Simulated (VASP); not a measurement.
A run of VASP 6.6.1:

Contents of INCAR:

```
SYSTEM = YF
  PREC = Accurate
  ENCUT = 520
  EDIFF = 1E-7
  ISMEAR = 0
  SIGMA = 0.1
  LREAL = .FALSE.
  LASPH = .TRUE.
  NELM = 80
  ALGO = Normal
  ISIF = 2
  LWAVE = .FALSE.
  LCHARG = .FALSE.
  GGA = PE
  NBANDS = 26
```

The input KPOINTS:

```
Automatic mesh
0
G
  6 6 4
  0 0 0
```

The input POSCAR:

```
YF
1.0
    3.7200402107      0.0000000000      0.0000000000
    0.0000000000      3.7200402107      0.0000000000
    0.0000000000      0.0000000000      5.7151611224
Y F
2 2
Direct
    0.5000000000      0.0000000000      0.7337453379
    0.0000000000      0.5000000000      0.2662546621
    0.0000000000      0.0000000000      0.0000000000
    0.5000000000      0.5000000000      0.0000000000
```

Potentials or basis: VASP PAW PBE potentials, release 64 (Y_sv, F).

The run is started by

```console
$ cat potpaw_PBE.64/Y_sv/POTCAR potpaw_PBE.64/F/POTCAR > POTCAR
$ mpirun -np 1 vasp_std > vasp.out
```

Hardware: 1 thread of Intel Xeon 8259CL, on a shared host.

**Question.** How long does it take, and how much memory?

**Answer.** Wall time 61 s on 1 thread of Intel Xeon 8259CL (shared host), peak memory 0.23 GiB. Counts: scf iterations 17, k points 30.
